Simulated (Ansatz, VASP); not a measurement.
Ti in VASP and in Ansatz

```
CELL_PARAMETERS angstrom
2.84230 0.00000 0.00000
-0.94743 2.67974 0.00000
0.00000 0.00000 24.28290
ATOMIC_POSITIONS crystal
Ti 0.50000 0.50000 0.30886
Ti 0.00000 0.00000 0.40443
Ti 0.50000 0.50000 0.50000
Ti 0.00000 0.00000 0.59557
Ti 0.50000 0.50000 0.69114
```

Alike in both runs: task single point; functional PBE; k mesh 10 × 10 × 1; occupations fermi-dirac, width 0.05 eV; no spin polarisation.

|  | VASP | Ansatz |
| --- | --- | --- |
| version | VASP 6.6.1 | Ansatz 0.2.0 |
| potentials or method | VASP PAW PBE potentials, release 64 (Ti_sv) | Ansatz PAW |
| plane-wave cutoff (eV) | 520 | 420 |
| valence electrons in the cell | 60 | 60 |

```tsv
	VASP	Ansatz	Ansatz less VASP
gap on the k mesh at the Fermi level (eV)	none	none	-
rms of the force components (eV/Å)	0.254	0.251	-0.0026
work function, face that differs most (eV)	4.29	4.29	+0.003
```

Atom by atom the forces differ by 0.003 eV/Å (rms over components). A gap of «none» marks a metal or a gap that the smearing closes. With one functional, cell and mesh, what is left measures potentials, basis and numerics.
